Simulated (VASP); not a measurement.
# ZrAl3B3N (Cmmm) in VASP: relaxation of cell and atoms with PBE

Aim: the relaxation of cell and atoms of ZrAl3B3N with PBE.

Program: VASP 6.6.1. These are calculated values, not measurements. Logs are shortened: lines on timing, memory, paths and dates and some standing lists are left out, and cuts for length are marked.

## Step 1: The cell of the first run

The structure is orthorhombic, space group Cmmm (No. 65). Conventional cell: a = 4.517 Å, b = 5.029 Å, c = 10.481 Å, α = 90.00°, β = 90.00°, γ = 90.00°. Zr (site symmetry mmm) has 4 B at 2.26 to 2.51 Å within 3.0 Å. Al (site symmetry mm2) has 1 N at 2.08 Å and 4 B at 2.31 to 2.56 Å within 2.8 Å. Al (site symmetry mmm) has 2 B at 1.59 Å within 2.1 Å. B (site symmetry mm2) has 1 Al at 1.59 Å within 2.1 Å. Within 3.0 Å of B (site symmetry mmm) lie 4 Zr at 2.26 to 2.51 Å. N (site symmetry mmm) has 6 Al at 2.08 to 2.51 Å and 4 B at 2.76 Å within 2.8 Å.

The cell was generated, and may not be a known phase.

## Step 2: Relaxation of cell and atoms, PBE

Input file INCAR:

```
ALGO = Normal
EDIFF = 1E-6
EDIFFG = -0.08
ENCUT = 600
GGA = PE
IBRION = 2
ISIF = 3
ISMEAR = 0
LASPH = True
LCHARG = False
LREAL = False
LWAVE = False
NELM = 60
NSW = 36
PREC = Accurate
SIGMA = 0.15
```

Input file KPOINTS:

```
k-points
0
Gamma
  4 4 1
```

Input file POSCAR:

```
ZrAl3B3N
1.0
    2.2584535500     -2.5146858300      0.0000000000
    2.2584535500      2.5146858300      0.0000000000
    0.0000000000      0.0000000000     10.4806562500
Zr Al B N
1 3 3 1
Direct
    0.5000000000      0.5000000000      0.0000000000
    0.5000000000      0.5000000000      0.6982473900
    0.5000000000      0.5000000000      0.3017526100
    0.0000000000      0.0000000000      0.5000000000
    0.0000000000      0.0000000000      0.6514099800
    0.0000000000      0.0000000000      0.3485900200
    0.0000000000      0.0000000000      0.0000000000
    0.5000000000      0.5000000000      0.5000000000
```

Potentials or basis: VASP PAW PBE potentials, release 64 (Zr_sv, Al, B, N).

On the command line:

```
> cat potpaw_PBE.64/Zr_sv/POTCAR potpaw_PBE.64/Al/POTCAR potpaw_PBE.64/B/POTCAR potpaw_PBE.64/N/POTCAR > POTCAR
> mpirun -np 1 vasp_std > vasp.out
```

OUTCAR:

```text
EDIFF = 1E-6
   EDIFFG = -0.08
   ENCUT = 600
   GGA = PE
   IBRION = 2
   ISIF = 3
   ISMEAR = 0
   LASPH = True
   LREAL = False
   NELM = 60
   NSW = 36
   PREC = Accurate

 ion  position               nearest neighbor table
   1  0.500  0.500  0.000-   7 2.26   7 2.26   7 2.51   7 2.51   2 3.16   3 3.16
   2  0.500  0.500  0.698-   8 2.08   5 2.31   5 2.31   5 2.56   5 2.56   4 3.07   4 3.07   1 3.16
                             4 3.26   4 3.26
   3  0.500  0.500  0.302-   8 2.08   6 2.31   6 2.31   6 2.56   6 2.56   4 3.07   4 3.07   1 3.16
                             4 3.26   4 3.26
   4  0.000  0.000  0.500-   5 1.59   6 1.59   8 2.26   8 2.26   8 2.51   8 2.51   2 3.07   2 3.07
                             3 3.07   3 3.07   3 3.26   2 3.26   2 3.26   3 3.26
   5  0.000  0.000  0.651-   4 1.59   2 2.31   2 2.31   2 2.56   2 2.56
   6  0.000  0.000  0.349-   4 1.59   3 2.31   3 2.31   3 2.56   3 2.56
   7  0.000  0.000  0.000-   1 2.26   1 2.26   1 2.51   1 2.51
   8  0.500  0.500  0.500-   2 2.08   3 2.08   4 2.26   4 2.26   4 2.51   4 2.51

  LATTYP: Found a base centered orthorhombic cell.
 ALAT       =     4.5169071000
 B/A-ratio  =     1.1134547487
 C/A-ratio  =     2.3203169819

  Lattice vectors:

 A1 = (   2.2584535500,  -2.5146858300,   0.0000000000)
 A2 = (   2.2584535500,   2.5146858300,   0.0000000000)
 A3 = (   0.0000000000,   0.0000000000,  10.4806562500)

Analysis of symmetry for initial positions (statically):
=====================================================================
 Subroutine PRICEL returns:
 Original cell was already a primitive cell.

 Routine SETGRP: Setting up the symmetry group for a
 base centered orthorhombic supercell.

 Subroutine GETGRP returns: Found  8 space group operations
 (whereof  8 operations were pure point group operations)
 out of a pool of  8 trial point group operations.

The static configuration has the point symmetry D_2h.

Analysis of symmetry for dynamics (positions and initial velocities):
=====================================================================
 Subroutine PRICEL returns:
 Original cell was already a primitive cell.

 Routine SETGRP: Setting up the symmetry group for a
 base centered orthorhombic supercell.

 Subroutine GETGRP returns: Found  8 space group operations
 (whereof  8 operations were pure point group operations)
 out of a pool of  8 trial point group operations.

The dynamic configuration has the point symmetry D_2h.

 Subroutine INISYM returns: Found  8 space group operations
 (whereof  8 operations are pure point group operations),
 and found     1 'primitive' translations

----------------------------------------------------------------------------------------

                                     Primitive cell

  volume of cell :     119.0456

  direct lattice vectors                    reciprocal lattice vectors
     2.258453550 -2.514685830  0.000000000     0.221390429 -0.198831995  0.000000000
     2.258453550  2.514685830  0.000000000     0.221390429  0.198831995  0.000000000
     0.000000000  0.000000000 10.480656250     0.000000000  0.000000000  0.095413873

  length of vectors
     3.379978885  3.379978885 10.480656250     0.297569965  0.297569965  0.095413873

  position of ions in fractional coordinates (direct lattice)
     0.500000000  0.500000000  0.000000000
     0.500000000  0.500000000  0.698247390
     0.500000000  0.500000000  0.301752610
     0.000000000  0.000000000  0.500000000
     0.000000000  0.000000000  0.651409980
     0.000000000  0.000000000  0.348590020
     0.000000000  0.000000000  0.000000000
     0.500000000  0.500000000  0.500000000

  ion indices of the primitive-cell ions
   primitive index   ion index
                 1           1
                 2           2
                 3           3
                 4           4
                 5           5
                 6           6
                 7           7
                 8           8

----------------------------------------------------------------------------------------

 KPOINTS: k-points

Automatic generation of k-mesh.
 Grid dimensions read from file:
 generate k-points for:    4    4    1

 Generating k-lattice:

  Cartesian coordinates                     Fractional coordinates (reciprocal lattice)
     0.055347607 -0.049707999  0.000000000     0.250000000  0.000000000  0.000000000
     0.055347607  0.049707999  0.000000000     0.000000000  0.250000000  0.000000000
     0.000000000  0.000000000  0.095413873     0.000000000  0.000000000  1.000000000

  Length of vectors
     0.074392491  0.074392491  0.095413873

  Shift w.r.t. Gamma in fractional coordinates (k-lattice)
     0.000000000  0.000000000  0.000000000

 Subroutine IBZKPT returns following result:
 ===========================================

 Found      7 irreducible k-points:

 Following reciprocal coordinates:
            Coordinates               Weight
  0.000000  0.000000  0.000000      1.000000
  0.250000 -0.000000  0.000000      4.000000
  0.500000 -0.000000  0.000000      2.000000
  0.250000  0.250000  0.000000      2.000000
  0.500000  0.250000  0.000000      4.000000
 -0.250000  0.250000  0.000000      2.000000
  0.500000  0.500000  0.000000      1.000000
   k-points           NKPTS =      7   k-points in BZ     NKDIM =      7   number of bands    NBANDS=     22
   number of dos      NEDOS =    301   number of ions     NIONS =      8
   total plane-waves  NPLWV =  65856
   dimension x,y,z NGX =    28 NGY =   28 NGZ =   84
   dimension x,y,z NGXF=    56 NGYF=   56 NGZF=  168
   ions per type =               1   3   3   1
   NGX,Y,Z   is equivalent  to a cutoff of  13.77, 13.77, 13.32 a.u.
   NGXF,Y,Z  is equivalent  to a cutoff of  27.54, 27.54, 26.65 a.u.
 SYSTEM =  unknown system
   PREC   = accura    normal or accurate (medium, high low for compatibility)
   ISTART =      0    job   : 0-new  1-cont  2-samecut
   ICHARG =      2    charge: 1-file 2-atom 10-const
   ISPIN  =      1    spin polarized calculation?
   LNONCOLLINEAR =      F non collinear calculations
   LSORBIT =      F    spin-orbit coupling
   LASPH  =      T    aspherical Exc in radial PAW
   ENCUT  =  600.0 eV  44.10 Ry    6.64 a.u.   6.75  6.75 20.93*2*pi/ulx,y,z
   NELM   =     60;   NELMIN=  2; NELMDL= -5     # of ELM steps
   EDIFF  = 0.1E-05   stopping-criterion for ELM
   LREAL  =      F    real-space projection
   EDIFFG = -.8E-01   stopping-criterion for IOM
   NSW    =     36    number of steps for IOM
   IBRION =      2    ionic relax: 0-MD 1-quasi-New 2-CG
   NFREE  =      1    steps in history (QN), initial steepest desc. (CG)
   ISIF   =      3    stress and relaxation
   ISYM   =      2    0-nonsym 1-usesym 2-fastsym
   POTIM  = 0.5000    time-step for ionic-motion
   TEBEG  =    0.0;   TEEND  =   0.0 temperature during run
   PSTRESS=    0.0 pullay stress
   NELECT =      35.0000    total number of electrons
   NUPDOWN=      -1.0000    fix difference up-down
   EMIN   =  10.00;   EMAX   =-10.00  energy-range for DOS
   EFERMI =   0.00;   METHOD = LEGACY
   ISMEAR =     0;   SIGMA  =   0.15  broadening in eV -4-tet -1-fermi 0-gaus
   EFERMI_NEDOS =   21; number of points for ismear=-14 and -15
   IALGO  =     38    algorithm
   IMIX   =      4    mixing-type and parameters
     AMIX     =   0.40;   BMIX     =  1.00
     AMIX_MAG =   1.60;   BMIX_MAG =  1.00
  volume/ion in A,a.u.               =      14.88       100.42
  Fermi-wavevector in a.u.,A,eV,Ry     =   1.088578  2.057115 16.122944  1.185003
  Thomas-Fermi vector in A             =   2.224763
   LORBIT       =      0    0 simple, 1 ext, 2 COOP (PROOUT), +10 PAW based schemes
   GGA     = PE    functional components
   LHFCALC =     F    Hartree Fock is set to
   AEXX    =    0.0000 exact exchange contribution
   IVDW    =     0    specifies the selected vdW correction
   LEPSILON=     F    determine dielectric tensor
   LRPA    =     F    only Hartree local field effects (RPA)
 conjugate gradient relaxation of ions
 non-spin polarized calculation
 Gauss-broadening in eV      SIGMA  =   0.15
  energy-cutoff  :      600.00
  volume of cell :      119.05
 maximum number of plane-waves:      3976
   NGX = 13   NGY = 13   NGZ = 41

--------------------------------------- Ionic step        1  -------------------------------------------

 number of electron      35.0000000 magnetization

 Free energy of the ion-electron system (eV)
  ---------------------------------------------------
  ext. energy  EPLUGINS =         0.00000000
  ---------------------------------------------------
  free energy    TOTEN  =       -36.06716173 eV

  energy without entropy =      -35.98903878  energy(sigma->0) =      -36.02810025

------------------------ aborting loop because EDIFF is reached ----------------------------------------

  FORCE on cell =-STRESS in cart. coord.  units (eV):
  Direction    XX          YY          ZZ          XY          YZ          ZX
  --------------------------------------------------------------------------------------
  -------------------------------------------------------------------------------------
  Total       -2.4964680     -9.6707471     40.6191967      0.0000000      0.0000000      0.0000000
  in kB      -33.5987572   -130.1539156    546.6741561      0.0000000      0.0000000      0.0000000
  external PRESSURE =     127.6404944 kB  Pullay stress =       0.0000000 kB
[... 107 lines left out ...]
  FREE ENERGIE OF THE ION-ELECTRON SYSTEM (eV)
  ---------------------------------------------------
  free  energy   TOTEN  =       -43.3081490259 eV

  energy  without entropy=      -43.2685681801  energy(sigma->0) =      -43.28835860

 E-fermi :   4.9909     XC(G=0):  -9.7619

 val. band max:        4.9354553427   @ k =   0.0000   0.0000   0.0000
 cond. band min:       5.0851600922   @ k =   0.5000   0.5000   0.0000
 fundamental gap:      0.1497047494
 Fermi energy:         4.9908770475

 k-point     1 :       0.0000    0.0000    0.0000
  band No.  band energies     occupation
      1     -43.5284      2.00000
      2     -21.9812      2.00000
      3     -21.2594      2.00000
      4     -21.1901      2.00000
      5      -9.6516      2.00000
      6      -4.7911      2.00000
[... 164 lines left out ...]
     21       5.7200      0.00000
     22       5.7902      0.00000

 E-fermi :  10.0445     XC(G=0): -11.4848

 val. band max:       10.0365440444   @ k =   0.5000   0.2500   0.0000
 cond. band min:      10.1513434212   @ k =   0.5000   0.2500   0.0000
 fundamental gap:      0.1147993768
 Fermi energy:        10.0445334594

 k-point     1 :       0.0000    0.0000    0.0000
  band No.  band energies     occupation
      1     -39.0964      2.00000
      2     -17.8663      2.00000
      3     -17.0025      2.00000
      4     -17.0012      2.00000
      5      -7.5773      2.00000
      6      -1.9571      2.00000
[... 164 lines left out ...]
     21      10.7383      0.00000
     22      10.7519      0.00000

[... ionic steps 4 to 29 ...]

--------------------------------------- Ionic step       30  -------------------------------------------

 number of electron      35.0000001 magnetization

------------------------ aborting loop because EDIFF is reached ----------------------------------------
[... 79 lines left out ...]
--------------------------------------- Ionic step       32  -------------------------------------------

 number of electron      35.0000001 magnetization

 Free energy of the ion-electron system (eV)
  ---------------------------------------------------
  ext. energy  EPLUGINS =         0.00000000
  ---------------------------------------------------
  free energy    TOTEN  =       -48.18076753 eV

  energy without entropy =      -48.15590142  energy(sigma->0) =      -48.16833448

 E-fermi :   8.8554     XC(G=0): -11.1215

 val. band max:        8.7941405525   @ k =   0.5000   0.2500   0.0000
 cond. band min:       8.9912899278   @ k =   0.5000  -0.0000   0.0000
 fundamental gap:      0.1971493753
 Fermi energy:         8.8554499135

 k-point     1 :       0.0000    0.0000    0.0000
  band No.  band energies     occupation
      1     -39.9872      2.00000
      2     -18.3141      2.00000
      3     -17.9122      2.00000
      4     -17.9103      2.00000
      5      -8.5218      2.00000
      6      -2.7306      2.00000
[... 199 lines left out ...]
  FREE ENERGIE OF THE ION-ELECTRON SYSTEM (eV)
  ---------------------------------------------------
  free  energy   TOTEN  =       -48.1807675302 eV

  energy  without entropy=      -48.1559014250  energy(sigma->0) =      -48.16833448

 reached required accuracy - stopping structural energy minimisation
```

It took 5.8 min on 1 thread of Intel Xeon 6975P-C (Granite Rapids), shared host; peak memory 0.28 GiB.

What came out:

```yaml
Free_energy: -48.1808 eV
Relaxed_volume: 11.97 Å³/atom
Relaxed_cell: a = 3.294 Å, b = 3.294 Å, c = 8.823 Å, α = 90.00°, β = 90.00°, γ = 90.10°
Space_group_after_relaxing_to_0.1_Å: P4/mmm (No. 123)
Pressure_after_relaxing: 0.4 GPa
Largest_force_after_relaxing: 0.039 eV/Å
Band_gap_on_the_k_mesh: zero (an odd number of electrons rules out a gap without spin polarisation)
```

Forces in eV/Å, atoms in the order of the input:
```
Zr   0.000  0.000  0.000
Al   0.000  0.000  0.039
Al   0.000  0.000 -0.039
Al   0.000  0.000  0.000
B    0.000  0.000  0.003
B    0.000  0.000 -0.003
B    0.000  0.000  0.000
N    0.000  0.000  0.000
```

Final structure:
```
CELL_PARAMETERS angstrom
2.32716 -2.33141 0.00000
2.32716 2.33141 0.00000
0.00000 0.00000 8.82267
ATOMIC_POSITIONS crystal
Zr 0.50000 0.50000 0.00000
Al 0.50000 0.50000 0.70818
Al 0.50000 0.50000 0.29182
Al 0.00000 0.00000 0.50000
B 0.00000 0.00000 0.81101
B 0.00000 0.00000 0.18899
B 0.00000 0.00000 0.00000
N 0.50000 0.50000 0.50000
```

Levels at points of the mesh, in eV from the Fermi level:
| k point | band 16 | band 17 | band 18 | band 19 | band 20 | band 21 |
| --- | --- | --- | --- | --- | --- | --- |
| (0.00, 0.00, 0.00) | -0.98 | -0.98 | -0.98 | 0.89 | 1.95 | 2.53 |
| (0.50, 0.00, 0.00) | -3.42 | 0.14 | 1.47 | 1.71 | 2.37 | 2.45 |
| (0.50, 0.50, 0.00) | -3.00 | -2.84 | -0.26 | -0.16 | 0.33 | 0.34 |

Caveat: the k points lie up to 0.71 Å⁻¹ apart in the final cell, too coarse for converged energies and pressures of a metal; the volume moved by over 15 % at a fixed basis, so the end points are rough; an odd number of electrons without spin polarisation forces a metal; a magnetic or distorted state may lie lower; the relaxation stopped at a loose force limit of 0.08 eV/Å, so its end isn't a converged minimum.

The gap in the log of VASP goes by the Fermi energy; the results here count the filled bands.